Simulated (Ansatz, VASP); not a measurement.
## One calculation of SiO2, two programs

INCAR

```
SYSTEM = SiO2
PREC = Accurate ; ENCUT = 520
EDIFF = 1E-7 ; ISMEAR = 0
SIGMA = 0.05 ; LREAL = .FALSE.
LASPH = .TRUE. ; NELM = 100
ALGO = Normal ; ISIF = 2
LWAVE = .FALSE. ; LCHARG = .FALSE.
NBANDS = 25
```

Contents of KPOINTS:

```
Automatic mesh
0
G
  6 6 8
  0 0 0
```

File POSCAR:

```
SiO2
1.0
    4.1053000000      0.0000000000      0.0000000000
    0.0000000000      4.1053000000      0.0000000000
    0.0000000000      0.0000000000      2.6613102772
Si O
2 4
Direct
    0.5000000000      0.5000000000      0.5000000000
    0.0000000000      0.0000000000      0.0000000000
    0.6944252994      0.6944252994      0.0000000000
    0.1944252994      0.8055747006      0.5000000000
    0.3055747006      0.3055747006      0.0000000000
    0.8055747006      0.1944252994      0.5000000000
```

Input for Ansatz:

```yaml
crystal:
  lattice:
    - [4.1053, 0.0, 0.0]
    - [0.0, 4.1053, 0.0]
    - [0.0, 0.0, 2.6613102772]
  atoms:
    - { symbol: Si, position: [0.5, 0.5, 0.5] }
    - { symbol: Si, position: [0.0, 0.0, 0.0] }
    - { symbol: O, position: [0.6944252994, 0.6944252994, 0.0] }
    - { symbol: O, position: [0.1944252994, 0.8055747006, 0.5] }
    - { symbol: O, position: [0.3055747006, 0.3055747006, 0.0] }
    - { symbol: O, position: [0.8055747006, 0.1944252994, 0.5] }
basis:
  ecutwfc: 520.0
kpoints:
  mp_grid: { grid: [6, 6, 8] }
hamiltonian:
  xc: lda
  pseudopotentials: { kind: paw, azcp: { folder: soft_1 } }
scf:
  occupations: { method: gaussian, width: 0.05 }
output:
  forces: true
  stress: true
  eigenvalues: true
```

Alike in both runs: task single point; functional LDA; k mesh 6 × 6 × 8; occupations gaussian, width 0.05 eV; no spin polarisation.

```csv
,VASP,Ansatz
version,VASP 6.6.1,Ansatz 0.2.0
potentials or method,"VASP PAW LDA potentials, release 64 (Si, O), cutoff 520 eV","scalar-relativistic, plane waves, PAW"
valence electrons in the cell,32,32
```

VASP gave:

```
gap on the k mesh at the Fermi level (eV)                     : 6.22
least direct gap on the mesh (eV)                             : 6.22
pressure (GPa)                                                : 9.2
traceless stress, the component that is largest in VASP (GPa) : -2.29
rms of the force components (eV/Å)                            : 0.116
```

Task: Which values does Ansatz return?

Result: gap on the k mesh at the Fermi level (eV): 6.21; least direct gap on the mesh (eV): 6.21; pressure (GPa): 8.0; traceless stress, the component that is largest in VASP (GPa): -2.93; rms of the force components (eV/Å): 0.102.

Ansatz warns that its potentials were made for another functional, while VASP's fit it. LDA's correlation is that of Perdew and Zunger in VASP and of Perdew and Wang (1992) in Ansatz. Atom by atom the forces differ by 0.014 eV/Å (rms over components).
